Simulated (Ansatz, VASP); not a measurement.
## Pb in VASP and in Ansatz

```
Pb
1.0
     2.60105   -5.75641    0.00000
     2.60105    5.75641    0.00000
     0.00000    0.00000    4.27290
Pb
4
Direct
  0.14147 0.85853 0.00000
  0.64147 0.35853 0.50000
  0.85853 0.14147 0.00000
  0.35853 0.64147 0.50000
```

Alike in both runs: functional PBEsol; k mesh 10 × 10 × 8; occupations gaussian, width 0.1 eV; no spin polarisation.

Ansatz relaxed the structure, and its values are those at the end. VASP's run is a single point on that final structure, the one shown.

|  | VASP | Ansatz |
| --- | --- | --- |
| version | VASP 6.6.1 | Ansatz 0.2.0 |
| potentials or method | VASP PAW PBE potentials, release 64 (Pb_d), cutoff 520 eV | scalar-relativistic, plane waves, PAW |
| valence electrons in the cell | 56 | 56 |

|  | VASP | Ansatz | Ansatz less VASP |
| --- | --- | --- | --- |
| gap on the k mesh at the Fermi level (eV) | none | none | - |
| pressure (GPa) | -0.1 | 0.0 | +0.07 |
| rms of the force components (eV/Å) | 0.005 | 0.005 | -0.0003 |

VASP's potentials were made for PBE, not for PBEsol. A gap of «none» marks a metal or a gap that the smearing closes. The functional is the same, so the differences come from potentials, cutoffs and numerics.

Spin-orbit coupling is off throughout.
